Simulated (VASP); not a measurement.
# HfB (R-3m) in VASP: further runs

HfB is run at these levels: PBE; tasks: single point.

All numbers are computed with VASP 6.6.1; they aren't measurements. Logs are shortened: lines on timing, memory, paths and dates and some standing lists are left out, and cuts for length are marked.

## Step 1: The cell of the first run

It takes space group R-3m (No. 166, trigonal). The conventional cell has a = 3.347 Å, b = 3.347 Å, c = 7.624 Å, α = 90.00°, β = 90.00°, γ = 120.00°. Within 3.1 Å of Hf (site symmetry -3m) lie 6 B at 2.31 Å. Within 3.1 Å of B (site symmetry -3m) lie 6 Hf at 2.31 Å.

## Step 2: Single point, PBE

Input file INCAR:

```
PREC = Accurate ; ENCUT = 520
EDIFF = 1E-6 ; ISMEAR = 0
SIGMA = 0.15 ; LREAL = F
LASPH = T ; NELM = 60
ALGO = Normal ; ISIF = 2
LWAVE = F ; LCHARG = F
GGA = PE ; NBANDS = 14
```

Input file KPOINTS:

```
Automatic mesh
0
Gamma
  20 20 20
```

Input file POSCAR:

```
HfB
1.0
   -0.1104395033      2.2561212813      2.2561212813
    2.2561212813     -0.1104395033      2.2561212813
    2.2561212813      2.2561212813     -0.1104395033
Hf B
1 1
Direct
    0.5000000000      0.5000000000      0.5000000000
    0.0000000000      0.0000000000      0.0000000000
```

Potentials or basis: VASP PAW PBE potentials, release 64 (Hf_pv, B).

Command:

```
$ cat potpaw_PBE.64/Hf_pv/POTCAR potpaw_PBE.64/B/POTCAR > POTCAR
$ mpirun -np 1 vasp_std > vasp.out
```

OUTCAR:

```text
PREC = Accurate
   ENCUT = 520
   EDIFF = 1E-6
   ISMEAR = 0
   LREAL = F
   LASPH = T
   NELM = 60
   ISIF = 2
   GGA = PE

 ion  position               nearest neighbor table
   1  0.500  0.500  0.500-   2 2.31   2 2.31   2 2.31   2 2.31   2 2.31   2 2.31
   2  0.000  0.000  0.000-   1 2.31   1 2.31   1 2.31   1 2.31   1 2.31   1 2.31

  LATTYP: Found a trigonal (rhomboedric) cell.
 ALAT       =     3.1925480976
 COS(alpha) =     0.4505091948

  Lattice vectors:

 A1 = (  -0.1104395033,   2.2561212813,   2.2561212813)
 A2 = (   2.2561212813,  -0.1104395033,   2.2561212813)
 A3 = (   2.2561212813,   2.2561212813,  -0.1104395033)

Analysis of symmetry for initial positions (statically):
=====================================================================
 Subroutine PRICEL returns:
 Original cell was already a primitive cell.

 Routine SETGRP: Setting up the symmetry group for a
 trigonal (rhombohedral) supercell.

 Subroutine GETGRP returns: Found 12 space group operations
 (whereof 12 operations were pure point group operations)
 out of a pool of 12 trial point group operations.

The static configuration has the point symmetry D_3d.

Analysis of symmetry for dynamics (positions and initial velocities):
=====================================================================
 Subroutine PRICEL returns:
 Original cell was already a primitive cell.

 Routine SETGRP: Setting up the symmetry group for a
 trigonal (rhombohedral) supercell.

 Subroutine GETGRP returns: Found 12 space group operations
 (whereof 12 operations were pure point group operations)
 out of a pool of 12 trial point group operations.

The dynamic configuration has the point symmetry D_3d.

 Subroutine INISYM returns: Found 12 space group operations
 (whereof 12 operations are pure point group operations),
 and found     1 'primitive' translations

----------------------------------------------------------------------------------------

                                     Primitive cell

  volume of cell :      24.6528

  direct lattice vectors                    reciprocal lattice vectors
    -0.110439503  2.256121281  2.256121281    -0.205976200  0.216577916  0.216577916
     2.256121281 -0.110439503  2.256121281     0.216577916 -0.205976200  0.216577916
     2.256121281  2.256121281 -0.110439503     0.216577916  0.216577916 -0.205976200

  length of vectors
     3.192548098  3.192548098  3.192548098     0.369104568  0.369104568  0.369104568
[... 90 lines left out ...]
   TEBEG  =    0.0;   TEEND  =   0.0 temperature during run
   PSTRESS=    0.0 pullay stress
   NELECT =      13.0000    total number of electrons
   NUPDOWN=      -1.0000    fix difference up-down
   EMIN   =  10.00;   EMAX   =-10.00  energy-range for DOS
   EFERMI =   0.00;   METHOD = LEGACY
   ISMEAR =     0;   SIGMA  =   0.15  broadening in eV -4-tet -1-fermi 0-gaus
   EFERMI_NEDOS =   21; number of points for ismear=-14 and -15
   IALGO  =     38    algorithm
   IMIX   =      4    mixing-type and parameters
     AMIX     =   0.40;   BMIX     =  1.00
     AMIX_MAG =   1.60;   BMIX_MAG =  1.00
  volume/ion in A,a.u.               =      12.33        83.18
  Fermi-wavevector in a.u.,A,eV,Ry     =   1.322617  2.499383 23.800871  1.749315
  Thomas-Fermi vector in A             =   2.452285
   LORBIT       =      0    0 simple, 1 ext, 2 COOP (PROOUT), +10 PAW based schemes
   GGA     = PE    functional components
   LHFCALC =     F    Hartree Fock is set to
   AEXX    =    0.0000 exact exchange contribution
   IVDW    =     0    specifies the selected vdW correction
   LEPSILON=     F    determine dielectric tensor
   LRPA    =     F    only Hartree local field effects (RPA)
 non-spin polarized calculation
 Gauss-broadening in eV      SIGMA  =   0.15
  energy-cutoff  :      520.00
  volume of cell :       24.65
 maximum number of plane-waves:       677
   NGX = 11   NGY = 11   NGZ = 11

 number of electron      13.0000000 magnetization

 Free energy of the ion-electron system (eV)
  ---------------------------------------------------
  ext. energy  EPLUGINS =         0.00000000
  ---------------------------------------------------
  free energy    TOTEN  =       -17.12607547 eV

  energy without entropy =      -17.11518261  energy(sigma->0) =      -17.12062904

 E-fermi :   5.1957     XC(G=0): -12.3047

 val. band max:        5.1950191457   @ k =   0.2500   0.1500  -0.0000
 cond. band min:       5.1969979178   @ k =   0.4500   0.3500   0.1500
 fundamental gap:      0.0019787721
 Fermi energy:         5.1957183460

 k-point     1 :       0.0000    0.0000    0.0000
  band No.  band energies     occupation
      1     -23.2055      2.00000
      2     -23.2055      2.00000
      3     -23.1009      2.00000
      4      -4.4467      2.00000
      5       6.9251      0.00000
      6       6.9251      0.00000
      7       8.0837      0.00000
      8       8.9231      0.00000
      9       8.9231      0.00000
     10       9.4286      0.00000
     11       9.4286      0.00000
     12       9.4631      0.00000
     13      16.9148      0.00000
     14      18.2291      0.00000
[... 377 lines left out ...]
      1     -23.7840      2.00000
      2     -23.2570      2.00000
      3     -23.1884      2.00000
      4      -1.3372      2.00000
      5       2.3445      2.00000
      6       4.0086      2.00000
      7       4.6604      2.00000
      8      10.1260      0.00000
      9      10.9152      0.00000
     10      11.3482      0.00000
     11      16.2160      0.00000
     12      16.8252      0.00000
     13      18.1424      0.00000
     14      20.3018      0.00000

 [... further k-points ...]

------------------------ aborting loop because EDIFF is reached ----------------------------------------

  FORCE on cell =-STRESS in cart. coord.  units (eV):
  Direction    XX          YY          ZZ          XY          YZ          ZX
  --------------------------------------------------------------------------------------
  -------------------------------------------------------------------------------------
  Total        4.7170116      4.7170116      4.7170116      0.4055838      0.4055838      0.4055838
  in kB      306.5572524    306.5572524    306.5572524     26.3587775     26.3587775     26.3587775
  external PRESSURE =     306.5572524 kB  Pullay stress =       0.0000000 kB

 VOLUME and BASIS-vectors are now :
 -----------------------------------------------------------------------------
  energy-cutoff  :      520.00
  volume of cell :       24.65
      direct lattice vectors                 reciprocal lattice vectors
    -0.110439503  2.256121281  2.256121281    -0.205976200  0.216577916  0.216577916
     2.256121281 -0.110439503  2.256121281     0.216577916 -0.205976200  0.216577916
     2.256121281  2.256121281 -0.110439503     0.216577916  0.216577916 -0.205976200

 POSITION                                       TOTAL-FORCE (eV/Angst)
 -----------------------------------------------------------------------------------
      2.20090      2.20090      2.20090         0.000000     -0.000000     -0.000000
      0.00000      0.00000      0.00000        -0.000000      0.000000      0.000000
 -----------------------------------------------------------------------------------
    total drift:                               -0.000000     -0.000000      0.000000

  FREE ENERGIE OF THE ION-ELECTRON SYSTEM (eV)
  ---------------------------------------------------
  free  energy   TOTEN  =       -17.1260754666 eV

  energy  without entropy=      -17.1151826147  energy(sigma->0) =      -17.12062904
```

It took 61 s on 1 thread of Intel Xeon 6975P-C (Granite Rapids), shared host; peak memory 0.37 GiB.

What came out:

```yaml
Free_energy: -17.1261 eV
Pressure: 30.7 GPa
```

Levels at points of the mesh, in eV from the Fermi level:
```tsv
k point	band 4	band 5	band 6	band 7	band 8	band 9	band 10	band 11
(0.00, 0.00, 0.00)	-9.64	1.73	1.73	2.89	3.73	3.73	4.23	4.23
(0.50, 0.00, 0.00)	-5.11	-4.27	-1.64	-0.83	5.81	6.25	8.03	8.60
(0.50, 0.50, 0.00)	-6.79	-1.17	-0.99	2.00	2.65	6.10	7.51	7.98
(0.50, 0.50, 0.50)	-4.99	-3.69	-1.89	-1.89	6.87	6.87	7.87	7.92
```

Caveat: spin-orbit coupling is left out, which moves the levels of the heavy elements.

## Step 3: Single point, PBE

This run uses another cell than the first one, of the same volume but with other edges.

Input file INCAR:

```
SYSTEM = HfB
ALGO = Normal
EDIFF = 1E-7
ENCUT = 520
GGA = PE
ISIF = 2
ISMEAR = 0
LASPH = .TRUE.
LCHARG = .FALSE.
LREAL = .FALSE.
LWAVE = .FALSE.
NBANDS = 14
NELM = 100
PREC = Accurate
SIGMA = 0.15
```

Input file KPOINTS:

```
k-points
0
G
  20 20 20
  0 0 0
```

Input file POSCAR:

```
HfB
1.0
    0.1200796618      2.3715733202      2.3715733202
    2.3715733202      0.1200796618      2.3715733202
    2.3715733202      2.3715733202      0.1200796618
Hf B
1 1
Direct
    0.5000000000      0.5000000000      0.5000000000
    0.0000000000      0.0000000000      0.0000000000
```

Potentials or basis: VASP PAW PBE potentials, release 64 (Hf_pv, B).

Command:

```
$ cat potpaw_PBE.64/Hf_pv/POTCAR potpaw_PBE.64/B/POTCAR > POTCAR
$ mpirun -np 1 vasp_std > vasp.out
```

Run time: 2.3 min. Hardware: 1 thread of Intel Xeon 6975P-C (Granite Rapids), shared host; peak memory 0.39 GiB.

The run converged. Its results:

| Item | Value |
| --- | --- |
| Free energy | -17.1152 eV |
| Pressure | 30.7 GPa |

Stress tensor (GPa, compression positive):
```
30.69 -3.66 -3.66
-3.66 30.69 -3.66
-3.66 -3.66 30.69
```

Levels at points of the mesh, in eV from the Fermi level:
| k point | band 3 | band 4 | band 5 | band 6 | band 7 | band 8 | band 9 | band 10 | band 11 | band 12 |
| --- | --- | --- | --- | --- | --- | --- | --- | --- | --- | --- |
| (0.00, 0.00, 0.00) | -28.33 | -9.65 | 1.35 | 2.47 | 2.47 | 3.43 | 4.15 | 4.15 | 4.25 | 4.25 |
| (0.50, 0.00, 0.00) | -28.45 | -5.06 | -3.98 | -2.00 | -1.14 | 5.58 | 7.15 | 8.11 | 8.25 | 13.13 |
| (0.50, 0.50, 0.00) | -28.58 | -6.79 | -1.18 | -1.00 | 2.02 | 2.63 | 6.09 | 7.47 | 7.97 | 9.74 |
| (0.50, 0.50, 0.50) | -28.38 | -5.20 | -4.59 | -0.91 | -0.91 | 6.13 | 6.13 | 7.04 | 8.96 | 13.85 |

Caveat: spin-orbit coupling is left out, which moves the levels of the heavy elements.

## Step 4: Single point, PBE

This run uses another cell than the first one, of the same volume but with other edges.

Input file INCAR:

```
SYSTEM = HfB
PREC = Accurate ; ENCUT = 520
EDIFF = 1E-7 ; ISMEAR = 0
SIGMA = 0.15 ; LREAL = .False.
LASPH = .True. ; NELM = 80
ALGO = Normal ; ISIF = 2
LWAVE = .False. ; LCHARG = .False.
GGA = PE ; NBANDS = 14
```

Input file KPOINTS:

```
regular mesh
0
Gamma
  20 20 20
  0 0 0
```

Input file POSCAR:

```
HfB
1.0
    1.2222988100      3.0557470250      3.0557470250
    3.0557470250      1.2222988100      3.0557470250
    3.0557470250      3.0557470250      1.2222988100
Hf B
1 1
Direct
    0.5000000000      0.5000000000      0.5000000000
    0.0000000000      0.0000000000      0.0000000000
```

Command:

```
$ cat potpaw_PBE.64/Hf_pv/POTCAR potpaw_PBE.64/B/POTCAR > POTCAR
$ mpirun -np 1 vasp_std > vasp.out
```

It took 12 min on 1 thread of Intel Xeon 6975P-C, shared host; peak memory 0.44 GiB.

The run converged. Its results:

```yaml
Free_energy: -14.2695 eV
Pressure: 32.5 GPa
```

Stress tensor (GPa, compression positive):
```
 32.51 -22.38 -22.38
-22.38  32.51 -22.38
-22.38 -22.38  32.51
```

Levels at points of the mesh, in eV from the Fermi level:
```csv
k point,band 2,band 3,band 4,band 5,band 6,band 7,band 8,band 9,band 10,band 11
"(0.00, 0.00, 0.00)",-28.24,-28.24,-10.85,-4.07,-1.70,2.28,2.28,7.73,7.73,7.78
"(0.50, 0.00, 0.00)",-29.37,-29.04,-5.40,-4.57,-3.68,-1.90,2.96,7.39,7.64,9.30
"(0.50, 0.50, 0.00)",-29.38,-29.04,-6.21,-3.80,-3.23,0.96,1.29,5.12,5.51,6.44
"(0.50, 0.50, 0.50)",-28.24,-28.24,-8.96,-6.83,-1.72,2.12,2.12,6.85,6.85,9.71
```

Caveat: spin-orbit coupling is left out, which moves the levels of the heavy elements.

## Step 5: Single point, PBE

This run uses another cell than the first one, of the same volume but with other edges.

Input file INCAR:

```
SYSTEM = HfB
PREC     = Accurate       ! precision mode
ENCUT    = 520            ! plane-wave cutoff, eV
EDIFF    = 1E-6           ! SCF threshold, eV
ISMEAR   = 0              ! smearing method
SIGMA    = 0.15           ! smearing width, eV
LREAL    = .False.        ! projectors in reciprocal space
LASPH    = .True.         ! aspherical terms in the spheres
NELM     = 80             ! most SCF steps
ALGO     = Normal         ! electronic algorithm
ISIF     = 2              ! what is computed and relaxed
LWAVE    = .False.        ! write WAVECAR
LCHARG   = .True.         ! write CHGCAR
GGA      = PE             ! functional
LELF     = .True.         ! ELF
LVHAR    = .True.       
NBANDS   = 14             ! bands
```

KPOINTS is that of step 4.

Input file POSCAR:

```
HfB
1.0
   -0.5006097101      2.0887508594      2.0887508594
    2.0887508594     -0.5006097101      2.0887508594
    2.0887508594      2.0887508594     -0.5006097101
Hf B
1 1
Direct
    0.5000000000      0.5000000000      0.5000000000
    0.0000000000      0.0000000000      0.0000000000
```

Potentials or basis: VASP PAW PBE potentials, release 64 (Hf_pv, B).

Command:

```
$ cat potpaw_PBE.64/Hf_pv/POTCAR potpaw_PBE.64/B/POTCAR > POTCAR
$ mpirun -np 1 vasp_std > vasp.out
```

OUTCAR:

```text
SYSTEM = HfB
   PREC = Accurate
   ENCUT = 520
   EDIFF = 1E-6
   ISMEAR = 0
   LREAL = .False.
   LASPH = .True.
   NELM = 80
   ISIF = 2
   GGA = PE

 ion  position               nearest neighbor table
   1  0.500  0.500  0.500-   2 2.37   2 2.37   2 2.37   2 2.37   2 2.37   2 2.37
   2  0.000  0.000  0.000-   1 2.37   1 2.37   1 2.37   1 2.37   1 2.37   1 2.37

  LATTYP: Found a trigonal (rhomboedric) cell.
 ALAT       =     2.9960591428
 COS(alpha) =     0.2530624440

  Lattice vectors:

 A1 = (  -0.5006097101,   2.0887508594,   2.0887508594)
[... 595 lines left out ...]

  FORCE on cell =-STRESS in cart. coord.  units (eV):
  Direction    XX          YY          ZZ          XY          YZ          ZX
  --------------------------------------------------------------------------------------
  -------------------------------------------------------------------------------------
  Total        4.2792988      4.2792988      4.2792988      0.7272416      0.7272416      0.7272416
  in kB      278.1104198    278.1104198    278.1104198     47.2632244     47.2632244     47.2632244
  external PRESSURE =     278.1104198 kB  Pullay stress =       0.0000000 kB

 VOLUME and BASIS-vectors are now :
 -----------------------------------------------------------------------------
  energy-cutoff  :      520.00
  volume of cell :       24.65
      direct lattice vectors                 reciprocal lattice vectors
    -0.500609710  2.088750859  2.088750859    -0.166807546  0.219388186  0.219388186
     2.088750859 -0.500609710  2.088750859     0.219388186 -0.166807546  0.219388186
     2.088750859  2.088750859 -0.500609710     0.219388186  0.219388186 -0.166807546

 POSITION                                       TOTAL-FORCE (eV/Angst)
 -----------------------------------------------------------------------------------
      1.83845      1.83845      1.83845        -0.000000     -0.000000      0.000000
      0.00000      0.00000      0.00000         0.000000      0.000000     -0.000000
 -----------------------------------------------------------------------------------
    total drift:                               -0.000000     -0.000000      0.000000

  FREE ENERGIE OF THE ION-ELECTRON SYSTEM (eV)
  ---------------------------------------------------
  free  energy   TOTEN  =       -16.8066006138 eV

  energy  without entropy=      -16.7965107637  energy(sigma->0) =      -16.80155569
```

Run time: 2.4 min. Hardware: 1 thread of Intel Xeon 6975P-C, shared host; peak memory 0.38 GiB.

Results:

- Free energy: -16.8066 eV
- Pressure: 27.8 GPa

Stress tensor (GPa, compression positive):
```
27.81  4.73  4.73
 4.73 27.81  4.73
 4.73  4.73 27.81
```

Caveat: spin-orbit coupling is left out, which moves the levels of the heavy elements.

(Continued in part 2 of 2.)
